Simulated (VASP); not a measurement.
A run of VASP 6.6.1 is set up as follows.

The input INCAR:

```
PREC = Accurate ; ENCUT = 600
EDIFF = 1E-6 ; ISMEAR = -1
SIGMA = 0.05 ; LREAL = F
LASPH = T ; NELM = 150
ALGO = Normal ; ISIF = 3
LWAVE = F ; LCHARG = F
ISPIN = 2 ; MAGMOM = 2
LORBIT = 11 ; LMAXMIX = 4
GGA = PE ; IBRION = 2
NSW = 80 ; EDIFFG = -0.005
```

File KPOINTS:

```
regular mesh
0
Gamma
  9 9 9
```

POSCAR

```
V
1.0
   -1.5143500000      1.5143500000      1.5143500000
    1.5143500000     -1.5143500000      1.5143500000
    1.5143500000      1.5143500000     -1.5143500000
V
1
Direct
    0.0000000000      0.0000000000      0.0000000000
```

Potentials or basis: VASP PAW PBE potentials, release 64 (V_sv).

Launch:

```bash
$ cat potpaw_PBE.64/V_sv/POTCAR > POTCAR
$ mpirun -np 1 vasp_std > vasp.out
```

Question: What does it give for the relaxed cell?

Answer: a = 2.594 Å, b = 2.594 Å, c = 2.594 Å, α = 109.47°, β = 109.47°, γ = 109.47°.

Question: Predict the net moment.

Answer: 0.00 μB per cell.

Question: Predict the relaxed volume.

Answer: 13.43 Å³/atom.

Final structure:
```cif
data_structure
_symmetry_space_group_name_H-M 'P 1'
_symmetry_Int_Tables_number 1
_cell_length_a 2.5936
_cell_length_b 2.5936
_cell_length_c 2.5936
_cell_angle_alpha 109.471
_cell_angle_beta 109.471
_cell_angle_gamma 109.471
_cell_volume 13.43
loop_
_atom_site_label
_atom_site_type_symbol
_atom_site_fract_x
_atom_site_fract_y
_atom_site_fract_z
_atom_site_occupancy
V1 V 0.00000 0.00000 0.00000 1
```
